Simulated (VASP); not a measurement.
# TiO2 in VASP: further runs

Aim: see how the results for TiO2 move with the level of theory and the settings. Levels: r2SCAN+U, PBE. Tasks: single point, relaxation of the atoms.

All numbers are computed with VASP 6.6.1; they aren't measurements. Logs are shortened: lines on timing, memory, paths and dates and some standing lists are left out, and cuts for length are marked.

### Step 1. The cell of the first run

It takes space group R-3m (No. 166, trigonal). The conventional cell has a = 3.027 Å, b = 3.027 Å, c = 20.897 Å, α = 90.00°, β = 90.00°, γ = 120.00°. Ti (site symmetry -3m) has 6 O at 1.98 Å within 2.6 Å. O (site symmetry 3m) has 3 Ti at 1.98 Å and 3 O at 2.56 Å within 2.6 Å.

### Step 2. Single point, r2SCAN+U

File POSCAR:

```
TiO2
1.0
    1.5135345133      0.8738395587      6.9655473853
   -1.5135345133      0.8738395587      6.9655473853
    0.0000000000     -1.7476791174      6.9655473853
Ti O
1 2
Direct
    0.0000000000      0.0000000000      0.0000000000
    0.3780582032      0.3780582032      0.3780582032
    0.6219417968      0.6219417968      0.6219417968
```

File INCAR.step1:

```
SYSTEM = TiO2
ALGO = Normal ; EDIFF = 1E-4
ENCUT = 520 ; GGA = PE
ISMEAR = -1 ; LASPH = .TRUE.
LCHARG = .FALSE. ; LDAU = .TRUE.
LDAUJ = 0 0 ; LDAUL = 2 -1
LDAUTYPE = 2 ; LDAUU = 6 0
LMAXMIX = 4 ; LREAL = .FALSE.
LWAVE = .TRUE. ; NBANDS = 19
NELM = 150 ; PREC = Accurate
SIGMA = 0.05
```

File INCAR.step2:

```
SYSTEM = TiO2
ALGO = Normal ; EDIFF = 1E-6
ENCUT = 520 ; ISIF = 2
ISMEAR = -1 ; ISTART = 1
LASPH = .TRUE. ; LCHARG = .TRUE.
LDAU = .TRUE. ; LDAUJ = 0 0
LDAUL = 2 -1 ; LDAUPRINT = 1
LDAUTYPE = 2 ; LDAUU = 6 0
LELF = .TRUE. ; LMAXMIX = 4
LMIXTAU = .TRUE. ; LREAL = .FALSE.
LVHAR = .TRUE. ; LWAVE = .FALSE.
METAGGA = R2SCAN ; NBANDS = 19
NELM = 150 ; PREC = Accurate
SIGMA = 0.05
```

File KPOINTS:

```
k-points
0
G
  10 10 10
  0 0 0
```

Potentials or basis: VASP PAW PBE potentials, release 64 (Ti_sv, O).

Run with:

```sh
$ cat potpaw_PBE.64/Ti_sv/POTCAR potpaw_PBE.64/O/POTCAR > POTCAR
$ cp INCAR.step1 INCAR
$ mpirun -np 1 vasp_std > vasp.out
$ cp INCAR.step2 INCAR
$ mpirun -np 1 vasp_std > vasp.out
```

OUTCAR:

```text
SYSTEM = TiO2
   EDIFF = 1E-6
   ENCUT = 520
   ISIF = 2
   ISMEAR = -1
   ISTART = 1
   LASPH = .TRUE.
   LREAL = .FALSE.
   METAGGA = R2SCAN
   NELM = 150
   PREC = Accurate

 ion  position               nearest neighbor table
   1  0.000  0.000  0.000-   3 1.98   3 1.98   2 1.98   2 1.98   3 1.98   2 1.98
   2  0.378  0.378  0.378-   1 1.98   1 1.98   1 1.98
   3  0.622  0.622  0.622-   1 1.98   1 1.98   1 1.98

  LATTYP: Found a trigonal (rhomboedric) cell.
 ALAT       =     7.1814505968
 COS(alpha) =     0.9111637334

  Lattice vectors:

 A1 = (   1.5135345133,   0.8738395587,   6.9655473853)
 A2 = (  -1.5135345133,   0.8738395587,   6.9655473853)
 A3 = (   0.0000000000,  -1.7476791174,   6.9655473853)

Analysis of symmetry for initial positions (statically):
=====================================================================
 Subroutine PRICEL returns:
 Original cell was already a primitive cell.

 Routine SETGRP: Setting up the symmetry group for a
 trigonal (rhombohedral) supercell.

 Subroutine GETGRP returns: Found 12 space group operations
 (whereof 12 operations were pure point group operations)
 out of a pool of 12 trial point group operations.

The static configuration has the point symmetry D_3d.

Analysis of symmetry for dynamics (positions and initial velocities):
=====================================================================
 Subroutine PRICEL returns:
 Original cell was already a primitive cell.

 Routine SETGRP: Setting up the symmetry group for a
 trigonal (rhombohedral) supercell.

 Subroutine GETGRP returns: Found 12 space group operations
 (whereof 12 operations were pure point group operations)
 out of a pool of 12 trial point group operations.

The dynamic configuration has the point symmetry D_3d.

 Subroutine INISYM returns: Found 12 space group operations
 (whereof 12 operations are pure point group operations),
 and found     1 'primitive' translations

----------------------------------------------------------------------------------------

                                     Primitive cell

  volume of cell :      55.2752

  direct lattice vectors                    reciprocal lattice vectors
     1.513534513  0.873839559  6.965547385     0.330352559  0.190729139  0.047854578
    -1.513534513  0.873839559  6.965547385    -0.330352559  0.190729139  0.047854578
     0.000000000 -1.747679117  6.965547385     0.000000000 -0.381458278  0.047854578

  length of vectors
     7.181450597  7.181450597  7.181450597     0.384448278  0.384448278  0.384448278

  position of ions in fractional coordinates (direct lattice)
     0.000000000  0.000000000  0.000000000
     0.378058203  0.378058203  0.378058203
     0.621941797  0.621941797  0.621941797

  ion indices of the primitive-cell ions
   primitive index   ion index
                 1           1
                 2           2
                 3           3

----------------------------------------------------------------------------------------

 KPOINTS: k-points

Automatic generation of k-mesh.
 Grid dimensions read from file:
 generate k-points for:   10   10   10

 Generating k-lattice:

  Cartesian coordinates                     Fractional coordinates (reciprocal lattice)
     0.033035256  0.019072914  0.004785458     0.100000000 -0.000000000 -0.000000000
    -0.033035256  0.019072914  0.004785458    -0.000000000  0.100000000 -0.000000000
     0.000000000 -0.038145828  0.004785458    -0.000000000 -0.000000000  0.100000000

  Length of vectors
     0.038444828  0.038444828  0.038444828

  Shift w.r.t. Gamma in fractional coordinates (k-lattice)
     0.000000000  0.000000000  0.000000000

 Subroutine IBZKPT returns following result:
 ===========================================

 Found    116 irreducible k-points:

 Following reciprocal coordinates:
            Coordinates               Weight
  0.000000  0.000000  0.000000      1.000000
  0.100000  0.000000  0.000000      6.000000
  0.200000  0.000000  0.000000      6.000000
  0.300000  0.000000  0.000000      6.000000
  0.400000  0.000000 -0.000000      6.000000
  0.500000 -0.000000  0.000000      3.000000
[... 16 lines left out ...]
  0.300000  0.300000  0.000000      6.000000
  0.400000  0.300000  0.000000     12.000000
 [... further k-points ...]
   k-points           NKPTS =    116   k-points in BZ     NKDIM =    116   number of bands    NBANDS=     19
   number of dos      NEDOS =    301   number of ions     NIONS =      3
   total plane-waves  NPLWV = 157464
   dimension x,y,z NGX =    54 NGY =   54 NGZ =   54
   dimension x,y,z NGXF=   108 NGYF=  108 NGZF=  108
   ions per type =               1   2
   NGX,Y,Z   is equivalent  to a cutoff of  12.50, 12.50, 12.50 a.u.
   NGXF,Y,Z  is equivalent  to a cutoff of  25.00, 25.00, 25.00 a.u.
 SYSTEM =  TiO2
   PREC   = accura    normal or accurate (medium, high low for compatibility)
   ISTART =      1    job   : 0-new  1-cont  2-samecut
   ICHARG =      0    charge: 1-file 2-atom 10-const
   ISPIN  =      1    spin polarized calculation?
   LNONCOLLINEAR =      F non collinear calculations
   LSORBIT =      F    spin-orbit coupling
   LASPH  =      T    aspherical Exc in radial PAW
   ENCUT  =  520.0 eV  38.22 Ry    6.18 a.u.  13.35 13.35 13.35*2*pi/ulx,y,z
   NELM   =    150;   NELMIN=  2; NELMDL=  0     # of ELM steps
   EDIFF  = 0.1E-05   stopping-criterion for ELM
   LREAL  =      F    real-space projection
   EDIFFG = 0.1E-04   stopping-criterion for IOM
   NSW    =      0    number of steps for IOM
   IBRION =     -1    ionic relax: 0-MD 1-quasi-New 2-CG
   NFREE  =      0    steps in history (QN), initial steepest desc. (CG)
   ISIF   =      2    stress and relaxation
   ISYM   =      2    0-nonsym 1-usesym 2-fastsym
   POTIM  = 0.5000    time-step for ionic-motion
   TEBEG  =    0.0;   TEEND  =   0.0 temperature during run
   PSTRESS=    0.0 pullay stress
   NELECT =      24.0000    total number of electrons
   NUPDOWN=      -1.0000    fix difference up-down
   EMIN   =  10.00;   EMAX   =-10.00  energy-range for DOS
   EFERMI =   0.00;   METHOD = LEGACY
   ISMEAR =    -1;   SIGMA  =   0.05  broadening in eV -4-tet -1-fermi 0-gaus
   EFERMI_NEDOS =   21; number of points for ismear=-14 and -15
   IALGO  =     38    algorithm
   IMIX   =      4    mixing-type and parameters
     AMIX     =   0.40;   BMIX     =  1.00
     AMIX_MAG =   1.60;   BMIX_MAG =  1.00
  volume/ion in A,a.u.               =      18.43       124.34
  Fermi-wavevector in a.u.,A,eV,Ry     =   1.239658  2.342613 20.908765  1.536751
  Thomas-Fermi vector in A             =   2.374131
   LORBIT       =      0    0 simple, 1 ext, 2 COOP (PROOUT), +10 PAW based schemes
 LDA+U is selected, type is set to LDAUTYPE =  2
   angular momentum for each species LDAUL =     2   -1
   U (eV)           for each species LDAUU =   6.0  0.0
   J (eV)           for each species LDAUJ =   0.0  0.0
   METAGGA = R2SCAN    functional components
   LHFCALC =     F    Hartree Fock is set to
   AEXX    =    0.0000 exact exchange contribution
   IVDW    =     0    specifies the selected vdW correction
   LEPSILON=     F    determine dielectric tensor
   LRPA    =     F    only Hartree local field effects (RPA)
 non-spin polarized calculation
  energy-cutoff  :      520.00
  volume of cell :       55.28
 maximum number of plane-waves:      1537
 NGX is ok and might be reduce to    54
   NGX = 27   NGY = 27   NGZ = 27

atom =   1  type =  1  l = 2

 onsite density matrix

spin component  1

  0.1634 -0.0000  0.0000 -0.0920  0.0000
 -0.0000  0.1720 -0.0000 -0.0000 -0.0920
  0.0000 -0.0000  0.0748  0.0000  0.0000
 -0.0920 -0.0000  0.0000  0.1720  0.0000
  0.0000 -0.0920  0.0000  0.0000  0.1634

spin component  2

  0.1634 -0.0000  0.0000 -0.0920  0.0000
 -0.0000  0.1720 -0.0000 -0.0000 -0.0920
  0.0000 -0.0000  0.0748  0.0000  0.0000
 -0.0920 -0.0000  0.0000  0.1720  0.0000
  0.0000 -0.0920  0.0000  0.0000  0.1634

 occupancies and eigenvectors

  o =  0.0748  v =  0.0000  0.0000 -1.0000 -0.0000  0.0000  0.0000  0.0000  0.0000  0.0000  0.0000      0.0000  0.0000  0.0000  0.0000  0.0000  0.0000  0.0000  0.0000  0.0000  0.0000
  o =  0.0748  v =  0.0000  0.0000  0.0000  0.0000  0.0000  0.0000  0.0000 -1.0000 -0.0000  0.0000      0.0000  0.0000  0.0000  0.0000  0.0000  0.0000  0.0000  0.0000  0.0000  0.0000
  o =  0.0756  v =  0.0000  0.0000  0.0000  0.0000  0.0000 -0.7234  0.0000  0.0000 -0.6904  0.0000      0.0000  0.0000  0.0000  0.0000  0.0000  0.0000  0.0000  0.0000  0.0000  0.0000
  o =  0.0756  v = -0.7234  0.0000  0.0000 -0.6904  0.0000  0.0000  0.0000  0.0000  0.0000  0.0000      0.0000  0.0000  0.0000  0.0000  0.0000  0.0000  0.0000  0.0000  0.0000  0.0000
  o =  0.0756  v =  0.0000 -0.6904 -0.0000  0.0000 -0.7234  0.0000  0.0000  0.0000  0.0000  0.0000      0.0000  0.0000  0.0000  0.0000  0.0000  0.0000  0.0000  0.0000  0.0000  0.0000
  o =  0.0756  v =  0.0000  0.0000  0.0000  0.0000  0.0000  0.0000 -0.6904 -0.0000  0.0000 -0.7234      0.0000  0.0000  0.0000  0.0000  0.0000  0.0000  0.0000  0.0000  0.0000  0.0000
  o =  0.2598  v =  0.6904  0.0000  0.0000 -0.7234  0.0000  0.0000  0.0000  0.0000  0.0000  0.0000      0.0000  0.0000  0.0000  0.0000  0.0000  0.0000  0.0000  0.0000  0.0000  0.0000
  o =  0.2598  v =  0.0000  0.0000  0.0000  0.0000  0.0000  0.6904  0.0000  0.0000 -0.7234  0.0000      0.0000  0.0000  0.0000  0.0000  0.0000  0.0000  0.0000  0.0000  0.0000  0.0000
  o =  0.2598  v =  0.0000  0.0000  0.0000  0.0000  0.0000  0.0000 -0.7234  0.0000  0.0000  0.6904      0.0000  0.0000  0.0000  0.0000  0.0000  0.0000  0.0000  0.0000  0.0000  0.0000
  o =  0.2598  v =  0.0000 -0.7234  0.0000  0.0000  0.6904  0.0000  0.0000  0.0000  0.0000  0.0000      0.0000  0.0000  0.0000  0.0000  0.0000  0.0000  0.0000  0.0000  0.0000  0.0000

 number of electron      23.9999996 magnetization

 Free energy of the ion-electron system (eV)
  ---------------------------------------------------
  ext. energy  EPLUGINS =         0.00000000
  ---------------------------------------------------
  free energy    TOTEN  =       -30.56960666 eV

  energy without entropy =      -30.56960666  energy(sigma->0) =      -30.56960666

 E-fermi :  -0.1019     XC(G=0):  -7.8239

 val. band max:       -1.2927018188   @ k =  -0.2000   0.1000   0.0000
 cond. band min:       2.8175462040   @ k =   0.0000   0.0000   0.0000
 fundamental gap:      4.1102480228
 Fermi energy:        -0.1019316037

 k-point     1 :       0.0000    0.0000    0.0000
  band No.  band energies     occupation
      1     -61.3199      2.00000
      2     -36.4698      2.00000
      3     -36.2069      2.00000
      4     -36.2069      2.00000
      5     -19.8497      2.00000
      6     -17.9874      2.00000
[... 11 lines left out ...]
     18       6.3553      0.00000
     19       9.5400      0.00000

 k-point     2 :       0.1000    0.0000    0.0000
  band No.  band energies     occupation
      1     -61.3144      2.00000
      2     -36.4598      2.00000
      3     -36.2558      2.00000
      4     -36.2161      2.00000
      5     -19.7263      2.00000
      6     -18.0490      2.00000
[... 11 lines left out ...]
     18       6.6571      0.00000
     19       9.8949      0.00000

 k-point     3 :       0.2000    0.0000    0.0000
  band No.  band energies     occupation
      1     -61.2998      2.00000
      2     -36.4354      2.00000
      3     -36.3801      2.00000
      4     -36.2399      2.00000
      5     -19.4033      2.00000
      6     -18.2029      2.00000
[... 11 lines left out ...]
     18       7.4518      0.00000
     19      10.6194      0.00000

 k-point     4 :       0.3000    0.0000    0.0000
  band No.  band energies     occupation
      1     -61.2818      2.00000
      2     -36.5369      2.00000
      3     -36.3982      2.00000
      4     -36.2692      2.00000
      5     -19.0245      2.00000
      6     -18.3537      2.00000
[... 407 lines left out ...]
     18       9.3170      0.00000
     19      11.7465      0.00000

 k-point    23 :       0.3000    0.3000    0.0000
  band No.  band energies     occupation
      1     -61.2818      2.00000
      2     -36.5369      2.00000
      3     -36.3982      2.00000
      4     -36.2692      2.00000
      5     -19.0245      2.00000
      6     -18.3537      2.00000
[... 11 lines left out ...]
     18       8.8292      0.00000
     19      10.7144      0.00000

 k-point    24 :       0.4000    0.3000    0.0000
  band No.  band energies     occupation
      1     -61.2716      2.00000
      2     -36.5980      2.00000
      3     -36.3821      2.00000
      4     -36.3069      2.00000
      5     -18.8327      2.00000
      6     -18.4078      2.00000
[... 11 lines left out ...]
     18       9.6023      0.00000
     19      11.3267      0.00000

 [... further k-points ...]
[... 5 lines left out ...]
  --------------------------------------------------------------------------------------
  -------------------------------------------------------------------------------------
  Total        1.3386101      1.3386101      0.9839731      0.0000000     -0.0000000      0.0000000
  in kB       38.8002151     38.8002151     28.5209026      0.0000000     -0.0000000      0.0000000
  external PRESSURE =      35.3737776 kB  Pullay stress =       0.0000000 kB

 VOLUME and BASIS-vectors are now :
 -----------------------------------------------------------------------------
  energy-cutoff  :      520.00
  volume of cell :       55.28
      direct lattice vectors                 reciprocal lattice vectors
     1.513534513  0.873839559  6.965547385     0.330352559  0.190729139  0.047854578
    -1.513534513  0.873839559  6.965547385    -0.330352559  0.190729139  0.047854578
     0.000000000 -1.747679117  6.965547385     0.000000000 -0.381458278  0.047854578

 POSITION                                       TOTAL-FORCE (eV/Angst)
 -----------------------------------------------------------------------------------
      0.00000      0.00000      0.00000        -0.000000     -0.000000      0.000000
      0.00000      0.00000      7.90015         0.000000     -0.000000      0.565427
      0.00000      0.00000     12.99650         0.000000      0.000000     -0.565427
 -----------------------------------------------------------------------------------
    total drift:                                0.000000     -0.000000      0.000000

  FREE ENERGIE OF THE ION-ELECTRON SYSTEM (eV)
  ---------------------------------------------------
  free  energy   TOTEN  =       -30.5696066579 eV

  energy  without entropy=      -30.5696066579  energy(sigma->0) =      -30.56960666
```

Run time: 82 min. Hardware: 1 thread of Intel Xeon 8259CL, shared host; peak memory 0.51 GiB.

What came out:

| Property | Result |
| --- | --- |
| Free energy | -30.5696 eV |
| Pressure | 3.5 GPa |
| Largest force | 0.565 eV/Å |
| Band gap on the k mesh | 4.11 eV (least direct gap 4.44 eV) |

Forces on the atoms (eV/Å):
```
Ti   0.000  0.000  0.000
O    0.000  0.000  0.565
O    0.000  0.000 -0.565
```

Levels at points of the mesh, in eV from the valence-band top:
| k point | band 9 | band 10 | band 11 | band 12 | band 13 | band 14 | band 15 | band 16 |
| --- | --- | --- | --- | --- | --- | --- | --- | --- |
| (0.00, 0.00, 0.00) | -3.40 | -0.66 | -0.33 | -0.33 | 4.11 | 4.11 | 5.67 | 7.38 |
| (0.50, 0.00, 0.00) | -2.78 | -1.53 | -1.46 | -0.65 | 4.26 | 5.06 | 5.10 | 6.56 |
| (0.50, 0.50, 0.00) | -2.78 | -1.53 | -1.47 | -0.64 | 4.26 | 5.06 | 5.11 | 6.55 |
| (0.50, 0.50, 0.50) | -3.38 | -0.71 | -0.33 | -0.33 | 4.11 | 4.11 | 5.67 | 7.38 |

Eigenvalues of the final occupation matrices:
```
    site  spin  trace               eigenvalues
site 1 d     1   0.75  0.07 0.08 0.08 0.26 0.26
site 1 d     2   0.75  0.07 0.08 0.08 0.26 0.26
```

Caveat: the cell stands under pressure; the PAW data sets were made with another functional, which shifts forces and pressure a little. A k mesh can miss the band edges.

[end of part 1 of 2]
